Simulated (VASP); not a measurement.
# H10CO5 in VASP: further runs, part 2 of 2

VASP 6.6.1.

### Step 3. Single point, PBE+D3(BJ)

Input file INCAR:

```
PREC     = Accurate       # precision mode
ENCUT    = 520            # plane-wave cutoff, eV
EDIFF    = 1E-6           # SCF threshold, eV
ISMEAR   = -1             # smearing method
SIGMA    = 0.05           # smearing width, eV
LREAL    = Auto         
LASPH    = T              # aspherical terms in the spheres
NELM     = 100            # most SCF steps
ALGO     = Normal         # electronic algorithm
ISIF     = 2              # what is computed and relaxed
LWAVE    = F              # write WAVECAR
LCHARG   = F              # write CHGCAR
GGA      = PE             # functional
IVDW     = 12             # dispersion correction
NBANDS   = 36             # bands
```

Input file KPOINTS:

```
Automatic mesh
0
Gamma
  1 1 1
```

Input file POSCAR:

```
H10CO5
1.0
    6.1736310000      0.0000000000      0.0000000000
    0.0000000000      6.1736310000      0.0000000000
    0.0000000000      0.0000000000      6.1736310000
O H C
5 10 1
Direct
    0.4344444947      0.9882838803      0.9126557775
    0.3431691982      0.6058023228      0.2310633726
    0.2367002498      0.2158373249      0.4909104545
    0.6388298880      0.8983854072      0.5475059977
    0.8087784968      0.7074442901      1.0372502017
    0.3895762478      0.8374650186      0.9384914647
    0.5567388138      0.9783545534      0.8226277210
    0.2142661264      0.6343430633      0.3396704468
    0.2843059457      0.5174750483      0.1087528555
    0.1508674555      0.0898174834      0.4981023323
    0.4044621391      0.1789222582      0.4565708576
    0.4928704032      0.8674311762      0.6076974798
    0.5853767418      0.9920579963      0.4278357420
    1.1165066393      0.6384411378      0.9374871935
    0.9152474451      0.4374573083      0.8345655903
    0.9297607842      0.5944151829      0.9319151080
```

Potentials or basis: VASP PAW PBE potentials, release 64 (O, H, C).

On the command line:

```bash
$ cat potpaw_PBE.64/O/POTCAR potpaw_PBE.64/H/POTCAR potpaw_PBE.64/C/POTCAR > POTCAR
$ mpirun -np 1 vasp_gam > vasp.out
```

OUTCAR:

```text
PREC = Accurate
   ENCUT = 520
   EDIFF = 1E-6
   ISMEAR = -1
   LREAL = Auto
   LASPH = T
   NELM = 100
   ISIF = 2
   GGA = PE
   IVDW = 12
 IVDW          = 12

 ion  position               nearest neighbor table
   1  0.434  0.988  0.913-   7 0.94   6 0.98
   2  0.343  0.606  0.231-   9 1.00   8 1.06
   3  0.237  0.216  0.491-  10 0.94  11 1.08
   4  0.639  0.898  0.548-  12 0.99  13 0.99
   5  0.809  0.707  0.037-  16 1.21
   6  0.390  0.837  0.938-   1 0.98
   7  0.557  0.978  0.823-   1 0.94
   8  0.214  0.634  0.340-   2 1.06
   9  0.284  0.517  0.109-   2 1.00
  10  0.151  0.090  0.498-   3 0.94
  11  0.404  0.179  0.457-   3 1.08
  12  0.493  0.867  0.608-   4 0.99
  13  0.585  0.992  0.428-   4 0.99
  14  0.117  0.638  0.937-  16 1.19
  15  0.915  0.437  0.835-  16 1.14
  16  0.930  0.594  0.932-  15 1.14  14 1.19   5 1.21

  LATTYP: Found a simple cubic cell.
 ALAT       =     6.1736310000

  Lattice vectors:

 A1 = (   6.1736310000,   0.0000000000,   0.0000000000)
 A2 = (   0.0000000000,   6.1736310000,   0.0000000000)
 A3 = (   0.0000000000,   0.0000000000,   6.1736310000)

Analysis of symmetry for initial positions (statically):
=====================================================================
 Subroutine PRICEL returns:
 Original cell was already a primitive cell.

 Routine SETGRP: Setting up the symmetry group for a
 simple cubic supercell.

 Subroutine GETGRP returns: Found  1 space group operations
 (whereof  1 operations were pure point group operations)
 out of a pool of 48 trial point group operations.

The static configuration has the point symmetry C_1 .

Analysis of symmetry for dynamics (positions and initial velocities):
=====================================================================
 Subroutine PRICEL returns:
 Original cell was already a primitive cell.

 Routine SETGRP: Setting up the symmetry group for a
 simple cubic supercell.

 Subroutine GETGRP returns: Found  1 space group operations
 (whereof  1 operations were pure point group operations)
 out of a pool of 48 trial point group operations.

The dynamic configuration has the point symmetry C_1 .

 Subroutine INISYM returns: Found  1 space group operations
 (whereof  1 operations are pure point group operations),
 and found     1 'primitive' translations

----------------------------------------------------------------------------------------

                                     Primitive cell

  volume of cell :     235.3000

  direct lattice vectors                    reciprocal lattice vectors
     6.173631000  0.000000000  0.000000000     0.161979231  0.000000000  0.000000000
     0.000000000  6.173631000  0.000000000     0.000000000  0.161979231  0.000000000
     0.000000000  0.000000000  6.173631000     0.000000000  0.000000000  0.161979231

  length of vectors
     6.173631000  6.173631000  6.173631000     0.161979231  0.161979231  0.161979231

  position of ions in fractional coordinates (direct lattice)
     0.434444495  0.988283880  0.912655777
     0.343169198  0.605802323  0.231063373
     0.236700250  0.215837325  0.490910455
     0.638829888  0.898385407  0.547505998
     0.808778497  0.707444290  0.037250202
     0.389576248  0.837465019  0.938491465
[... 8 lines left out ...]
     0.915247445  0.437457308  0.834565590
     0.929760784  0.594415183  0.931915108

  ion indices of the primitive-cell ions
   primitive index   ion index
                 1           1
                 2           2
                 3           3
                 4           4
                 5           5
                 6           6
[... 8 lines left out ...]
                15          15
                16          16

----------------------------------------------------------------------------------------

 KPOINTS: Automatic mesh

Automatic generation of k-mesh.
 Grid dimensions read from file:
 generate k-points for:    1    1    1

 Generating k-lattice:

  Cartesian coordinates                     Fractional coordinates (reciprocal lattice)
     0.161979231  0.000000000  0.000000000     1.000000000  0.000000000  0.000000000
     0.000000000  0.161979231  0.000000000     0.000000000  1.000000000  0.000000000
     0.000000000  0.000000000  0.161979231     0.000000000  0.000000000  1.000000000

  Length of vectors
     0.161979231  0.161979231  0.161979231

  Shift w.r.t. Gamma in fractional coordinates (k-lattice)
     0.000000000  0.000000000  0.000000000

 Subroutine IBZKPT returns following result:
 ===========================================

 Found      1 irreducible k-points:

 Following reciprocal coordinates:
            Coordinates               Weight
  0.000000  0.000000  0.000000      1.000000
   k-points           NKPTS =      1   k-points in BZ     NKDIM =      1   number of bands    NBANDS=     36
   number of dos      NEDOS =    301   number of ions     NIONS =     16
   total plane-waves  NPLWV = 110592
   dimension x,y,z NGX =    48 NGY =   48 NGZ =   48
   dimension x,y,z NGXF=    96 NGYF=   96 NGZF=   96
   ions per type =               5  10   1
   NGX,Y,Z   is equivalent  to a cutoff of  12.93, 12.93, 12.93 a.u.
   NGXF,Y,Z  is equivalent  to a cutoff of  25.85, 25.85, 25.85 a.u.
 SYSTEM =  unknown system
   PREC   = accura    normal or accurate (medium, high low for compatibility)
   ISTART =      0    job   : 0-new  1-cont  2-samecut
   ICHARG =      2    charge: 1-file 2-atom 10-const
   ISPIN  =      1    spin polarized calculation?
   LNONCOLLINEAR =      F non collinear calculations
   LSORBIT =      F    spin-orbit coupling
   LASPH  =      T    aspherical Exc in radial PAW
   ENCUT  =  520.0 eV  38.22 Ry    6.18 a.u.  11.48 11.48 11.48*2*pi/ulx,y,z
   NELM   =    100;   NELMIN=  2; NELMDL= -5     # of ELM steps
   EDIFF  = 0.1E-05   stopping-criterion for ELM
   LREAL  =      T    real-space projection
   EDIFFG = 0.1E-04   stopping-criterion for IOM
   NSW    =      0    number of steps for IOM
   IBRION =     -1    ionic relax: 0-MD 1-quasi-New 2-CG
   NFREE  =      0    steps in history (QN), initial steepest desc. (CG)
   ISIF   =      2    stress and relaxation
   ISYM   =      2    0-nonsym 1-usesym 2-fastsym
   POTIM  = 0.5000    time-step for ionic-motion
   TEBEG  =    0.0;   TEEND  =   0.0 temperature during run
   PSTRESS=    0.0 pullay stress
   NELECT =      44.0000    total number of electrons
   NUPDOWN=      -1.0000    fix difference up-down
   EMIN   =  10.00;   EMAX   =-10.00  energy-range for DOS
   EFERMI =   0.00;   METHOD = LEGACY
   ISMEAR =    -1;   SIGMA  =   0.05  broadening in eV -4-tet -1-fermi 0-gaus
   EFERMI_NEDOS =   21; number of points for ismear=-14 and -15
   IALGO  =     38    algorithm
   IMIX   =      4    mixing-type and parameters
     AMIX     =   0.40;   BMIX     =  1.00
     AMIX_MAG =   1.60;   BMIX_MAG =  1.00
  volume/ion in A,a.u.               =      14.71        99.24
  Fermi-wavevector in a.u.,A,eV,Ry     =   0.936164  1.769093 11.924175  0.876402
  Thomas-Fermi vector in A             =   2.063145
   LORBIT       =      0    0 simple, 1 ext, 2 COOP (PROOUT), +10 PAW based schemes
   GGA     = PE    functional components
   LHFCALC =     F    Hartree Fock is set to
   AEXX    =    0.0000 exact exchange contribution
   IVDW    =    12    specifies the selected vdW correction
   LEPSILON=     F    determine dielectric tensor
   LRPA    =     F    only Hartree local field effects (RPA)
 non-spin polarized calculation
  energy-cutoff  :      520.00
  volume of cell :      235.30
 maximum number of plane-waves:      3178
 NGX is ok and might be reduce to    48
   NGX = 23   NGY = 23   NGZ = 23

 number of electron      44.0000001 magnetization

 Free energy of the ion-electron system (eV)
  ---------------------------------------------------
  ext. energy  EPLUGINS =         0.00000000
  ---------------------------------------------------
  free energy    TOTEN  =       -78.05512206 eV

  energy without entropy =      -78.05512206  energy(sigma->0) =      -78.05512206

 E-fermi :  -2.7248     XC(G=0):  -5.6853

 val. band max:       -3.9488099399   @ k =   0.0000   0.0000   0.0000
 cond. band min:      -0.5398715454   @ k =   0.0000   0.0000   0.0000
 fundamental gap:      3.4089383945
 Fermi energy:        -2.7247707561

 k-point     1 :       0.0000    0.0000    0.0000
  band No.  band energies     occupation
      1     -24.5858      2.00000
      2     -23.5514      2.00000
      3     -22.5433      2.00000
      4     -22.5260      2.00000
      5     -22.2947      2.00000
      6     -13.3879      2.00000
[... 26 lines left out ...]
     33       6.1929      0.00000
     34       6.4794      0.00000
 [bands above 34 left out]

------------------------ aborting loop because EDIFF is reached ----------------------------------------

 Edisp (eV)   -0.41364

 E8    (eV) :    -0.0873

  FORCE on cell =-STRESS in cart. coord.  units (eV):
  Direction    XX          YY          ZZ          XY          YZ          ZX
  --------------------------------------------------------------------------------------
  -------------------------------------------------------------------------------------
  Total      -4.65113    -0.52144    -0.85539     1.81245    -2.17233     1.26182
  in kB     -31.66994    -3.55053    -5.82443    12.34113   -14.79160     8.59181
  external pressure =      -13.68 kB  Pullay stress =        0.00 kB

 VOLUME and BASIS-vectors are now :
 -----------------------------------------------------------------------------
  energy-cutoff  :      520.00
  volume of cell :      235.30
      direct lattice vectors                 reciprocal lattice vectors
     6.173631000  0.000000000  0.000000000     0.161979231  0.000000000  0.000000000
     0.000000000  6.173631000  0.000000000     0.000000000  0.161979231  0.000000000
     0.000000000  0.000000000  6.173631000     0.000000000  0.000000000  0.161979231

 POSITION                                       TOTAL-FORCE (eV/Angst)
 -----------------------------------------------------------------------------------
      2.68210      6.10130      5.63440        -2.241851     -0.258365      1.280184
      2.11860      3.74000      1.42650        -1.956933      0.373142      1.141030
      1.46130      1.33250      3.03070         3.865196      1.402923     -0.756288
      3.94390      5.54630      3.38010        -1.082902      0.565464     -0.763753
      4.99310      4.36750      0.22997        -0.535614     -0.736322     -0.650392
      2.40510      5.17020      5.79390         0.350465      0.548504      0.507437
[... 8 lines left out ...]
      5.65040      2.70070      5.15230        -1.107000      0.743199      0.473773
      5.74000      3.66970      5.75330         2.673768      0.007453      0.092519
 -----------------------------------------------------------------------------------
    total drift:                                0.000681     -0.009946     -0.008753

  FREE ENERGIE OF THE ION-ELECTRON SYSTEM (eV)
  ---------------------------------------------------
  free  energy   TOTEN  =       -78.4687663155 eV

  energy  without entropy=      -78.4687663154  energy(sigma->0) =      -78.46876632
```

It took 19 s on 1 thread of Intel Xeon 6975P-C, shared host; peak memory 0.32 GiB.

Results:

```yaml
Free_energy: -78.4688 eV
Pressure: -1.4 GPa
Largest_force: 4.181 eV/Å
Band_gap_on_the_k_mesh: 3.41 eV
Dispersion_energy_per_atom: -0.026 eV
```

Forces on the atoms (eV/Å):
```
O   -2.242 -0.258  1.280
O   -1.957  0.373  1.141
O    3.865  1.403 -0.756
O   -1.083  0.565 -0.764
O   -0.536 -0.736 -0.650
H    0.350  0.549  0.507
H    1.812  0.139 -0.690
H    2.062 -0.923 -2.212
H    0.190  0.352  1.318
H   -0.409 -1.631  0.016
H   -4.018  0.669  0.784
H    0.611 -0.429 -0.144
H    1.079 -0.746 -0.017
H   -1.291 -0.076 -0.380
H   -1.107  0.743  0.474
C    2.674  0.007  0.093
```

Levels at points of the mesh, in eV from the valence-band top:
```tsv
k point	band 19	band 20	band 21	band 22	band 23	band 24	band 25	band 26
(0.00, 0.00, 0.00)	-0.98	-0.81	-0.30	0.00	3.41	3.77	6.11	6.85
```

Caveat: the k points lie up to 1.02 Å⁻¹ apart.

### Step 4. Single point, PBE+D3(BJ)

Input file INCAR:

```
SYSTEM = H10CO5
PREC = Accurate ; ENCUT = 520
EDIFF = 1E-6 ; ISMEAR = -1
SIGMA = 0.05 ; LREAL = Auto
LASPH = .True. ; NELM = 80
ALGO = Normal ; ISIF = 2
LWAVE = .False. ; LCHARG = .False.
GGA = PE ; IVDW = 12
NBANDS = 36
```

Input file KPOINTS:

```
regular mesh
0
Gamma
  1 1 1
  0 0 0
```

Input file POSCAR:

```
H10CO5
1.0
    6.1736310000      0.0000000000      0.0000000000
    0.0000000000      6.1736310000      0.0000000000
    0.0000000000      0.0000000000      6.1736310000
O H C
5 10 1
Direct
    0.4064220877      0.9495546462      0.9860971606
    0.1687661605      0.4949923311      0.2672495327
    0.2320838417      0.1363541164      0.4705172693
    0.5544549067      0.8768907633      0.4981995199
    0.8082925591      0.6895293872      1.0397608798
    0.4510149700      0.9634848600      0.8282645983
    0.2417054080      0.9923657569      0.9924467465
    0.1243352575      0.6026923216      0.1719571513
    0.3223224712      0.4452323114      0.2740688583
    0.2982037637      0.1412782850      0.6248834762
    0.1139685867      0.0297231888      0.5590551168
    0.4300548575      0.7731430660      0.5223830190
    0.7117529376      0.8299329843      0.4883673806
    0.9363047451      0.4558257531      0.8356184553
    0.7464812847      0.3815420779      1.0597005231
    0.8267905873      0.5204230703      0.9668054343
```

On the command line:

```bash
$ cat potpaw_PBE.64/O/POTCAR potpaw_PBE.64/H/POTCAR potpaw_PBE.64/C/POTCAR > POTCAR
$ mpirun -np 1 vasp_gam > vasp.out
```

It took 19 s on 1 thread of Intel Xeon 6975P-C, shared host; peak memory 0.31 GiB.

The run converged. Its results:

```yaml
Free_energy: -77.4716 eV
Pressure: -0.9 GPa
Largest_force: 8.335 eV/Å
Band_gap_on_the_k_mesh: 3.38 eV
Dispersion_energy_per_atom: -0.025 eV
```

Forces on the atoms (eV/Å):
```
O   -2.405  0.906 -1.449
O    0.749 -2.274  2.221
O   -2.646 -2.851  5.493
O    0.711 -0.087  0.595
O   -0.217  7.476  1.912
H   -0.354 -0.300  1.408
H    2.775 -0.625 -0.119
H    0.643  1.822 -1.588
H   -1.325  0.919 -0.776
H    0.437  0.830 -2.259
H    1.642  2.103 -2.975
H    2.205  0.279 -0.598
H   -2.418 -0.653  0.165
H   -0.085  0.804 -0.372
H   -0.050 -0.075 -0.694
C    0.337 -8.272 -0.963
```

Stress tensor (GPa, compression positive):
```
-5.62 -1.71  1.95
-1.71  5.25  2.03
 1.95  2.03 -2.41
```

Levels at points of the mesh, in eV from the valence-band top:
```
           k point  band 19  band 20  band 21  band 22  band 23  band 24  band 25  band 26
(0.00, 0.00, 0.00)    -0.88    -0.66    -0.44     0.00     3.38     3.91     6.16     6.31
```

Caveat: the k points lie up to 1.02 Å⁻¹ apart.
